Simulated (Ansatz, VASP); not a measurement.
Nb3Sn in VASP and in Ansatz

```
Nb Sn
1.0
     5.32456    0.00000    0.00000
     0.00000    5.32456    0.00000
     0.00000    0.00000    5.32456
Nb Sn
6 2
Direct
  0.25000 0.00000 0.50000
  0.75000 0.00000 0.50000
  0.00000 0.50000 0.25000
  0.00000 0.50000 0.75000
  0.50000 0.75000 0.00000
  0.50000 0.25000 0.00000
  0.00000 0.00000 0.00000
  0.50000 0.50000 0.50000
```

Alike in both runs: task relaxation of cell and atoms; functional PBE; dispersion D3(BJ); k mesh 8 × 8 × 8; occupations gaussian, width 0.1 eV; no spin polarisation.

```csv
,VASP,Ansatz
version,VASP 6.6.1,Ansatz 0.2.0
potentials or method,"VASP PAW PBE potentials, release 64 (Nb_sv, Sn_d), cutoff 600 eV","scalar-relativistic, plane waves, PAW"
valence electrons in the cell,106,106
```

|  | VASP | Ansatz | Ansatz less VASP |
| --- | --- | --- | --- |
| gap on the k mesh at the Fermi level, each at its own relaxed structure (eV) | none | none | - |
| relaxed volume (Å³/atom) | 18.13 | 18.14 | +0.008 |
| relaxed cell length with the largest relative difference (Å) | 5.254 | 5.255 | +0.0008 |

A gap of «none» marks a metal or a gap that the smearing closes.
